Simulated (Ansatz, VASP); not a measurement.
**Two plane-wave programs on AlN**

The input POSCAR:

```
AlN
1.0
    3.1066937601      0.0000000000      0.0000000000
   -1.5533468801      2.6904757181      0.0000000000
    0.0000000000      0.0000000000      4.9785915499
Al N
2 2
Direct
    0.3333333333      0.6666666667     -0.0032954728
    0.6666666667      0.3333333333      0.4967045272
    0.3333333333      0.6666666667      0.3782954728
    0.6666666667      0.3333333333      0.8782954728
```

INCAR.step1

```
SYSTEM = AlN
PREC     = Accurate       ! precision mode
ENCUT    = 520            ! plane-wave cutoff, eV
EDIFF    = 1E-5           ! SCF threshold, eV
ISMEAR   = 0              ! smearing method
SIGMA    = 0.01           ! smearing width, eV
LREAL    = .FALSE.        ! projectors in reciprocal space
LASPH    = .TRUE.         ! aspherical terms in the spheres
NELM     = 100            ! most SCF steps
ALGO     = Normal         ! electronic algorithm
ISIF     = 2              ! what is computed and relaxed
LWAVE    = .TRUE.         ! write WAVECAR
LCHARG   = .FALSE.        ! write CHGCAR
GGA      = PE             ! functional
NBANDS   = 16             ! bands
```

Contents of INCAR.step2:

```
SYSTEM = AlN
PREC     = Accurate       ! precision mode
ENCUT    = 520            ! plane-wave cutoff, eV
EDIFF    = 1E-6           ! SCF threshold, eV
ISMEAR   = 0              ! smearing method
SIGMA    = 0.01           ! smearing width, eV
LREAL    = .FALSE.        ! projectors in reciprocal space
LASPH    = .TRUE.         ! aspherical terms in the spheres
NELM     = 100            ! most SCF steps
ALGO     = Normal         ! electronic algorithm
ISIF     = 2              ! what is computed and relaxed
LWAVE    = .FALSE.        ! write WAVECAR
LCHARG   = .FALSE.        ! write CHGCAR
GGA      = PE             ! functional
LHFCALC  = .TRUE.         ! exact exchange
AEXX     = 1.0            ! exact-exchange fraction
ALDAC    = 0.0          
AGGAC    = 0.0          
PRECFOCK = Normal       
ISTART   = 1            
NBANDS   = 16             ! bands
```

The input KPOINTS:

```
regular mesh
0
G
  6 6 4
  0 0 0
```

Input for Ansatz:

```yaml
crystal:
  lattice:
    - [3.1066937601, 0.0, 0.0]
    - [-1.5533468801, 2.6904757181, 0.0]
    - [0.0, 0.0, 4.9785915499]
  atoms:
    - { symbol: Al, position: [0.3333333333, 0.6666666667, -0.0032954728] }
    - { symbol: Al, position: [0.6666666667, 0.3333333333, 0.4967045272] }
    - { symbol: "N", position: [0.3333333333, 0.6666666667, 0.3782954728] }
    - { symbol: "N", position: [0.6666666667, 0.3333333333, 0.8782954728] }
kpoints:
  mp_grid: { grid: [6, 6, 4] }
  band_path:
    path:
      - [0.0, 0.0, 0.0]
      - [0.5, 0.0, 0.0]
      - [0.3333333333, 0.3333333333, 0.0]
      - [0.0, 0.0, 0.5]
      - [0.5, 0.0, 0.5]
      - [0.3333333333, 0.3333333333, 0.5]
    npoints: 1
hamiltonian:
  xc: hf
scf:
  occupations: { method: fixed }
  n_extra_bands: 5
output:
  forces: true
  stress: true
  eigenvalues: true
  write_density: true
  write_potential: true
  elf: true
  volumetric_format: npy
```

Alike in both runs: task single point; functional HF; k mesh 6 × 6 × 4; no spin polarisation.

|  | VASP | Ansatz |
| --- | --- | --- |
| version | VASP 6.6.1 | Ansatz 0.2.0 |
| potentials or method | VASP PAW PBE potentials, release 64 (Al, N) | plane waves, PAW |
| plane-wave cutoff (eV) | 520 | 420 |
| occupations | gaussian, width 0.01 eV | fixed |
| valence electrons in the cell | 16 | 16 |

Ansatz gave:

- gap on the k mesh at the Fermi level (eV): 13.55
- pressure (GPa): -1.5
- traceless stress, the component that is largest in VASP (GPa): 0.11
- rms of the force components (eV/Å): 0.004

Task: Estimate VASP's values.

Result: gap on the k mesh at the Fermi level (eV): 12.37; pressure (GPa): -1.8; traceless stress, the component that is largest in VASP (GPa): 0.87; rms of the force components (eV/Å): 0.024.

VASP's potentials were made for PBE, not for HF. Atom by atom the forces differ by 0.020 eV/Å (rms over components). Ansatz's warnings: stress exchange threshold loose, stress scf threshold loose.
